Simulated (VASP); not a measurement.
Runs of VASP 6.6.1 on Pd. The structure is that of space group Fm-3m (No. 225), or close to it. The cells are those of the table. 

```tsv
task	cell	gap on the mesh (eV)	pressure (GPa)
single point	a = 2.753 Å, angles 60.0°, 1 atom	none	6.6
single point	a = 2.749 Å, angles 60.0°, 1 atom	none	7.3
single point	a = 2.806 Å, angles 60.0°, 1 atom	none	-3.4
single point	a = 2.794 Å, angles 60.0°, 1 atom	none	-1.6
single point	a = 2.768 Å, angles 60.0°, 1 atom	none	(a)
electric field gradients	a = 2.787 Å, angles 60.0°, 1 atom	none	(b)
electric field gradients	a = 2.753 Å, angles 60.0°, 1 atom	none	6.6
```

Alike in all rows: level PBE; potentials or basis VASP PAW PBE potentials, release 64 (Pd); k mesh 20 × 20 × 20; cutoff (eV) 520; smearing gaussian 0.05 eV.

Question: Fill in the values left out.

Answer: (a) 3.3; (b) -0.3.

Caveats: the cell stands under pressure (at least some runs); the cell stands under tension (at least some runs).

A k mesh can miss the band edges, and the runs leave out spin-orbit coupling on Pd.

A gap of «none» marks levels without a gap at the run's occupations.
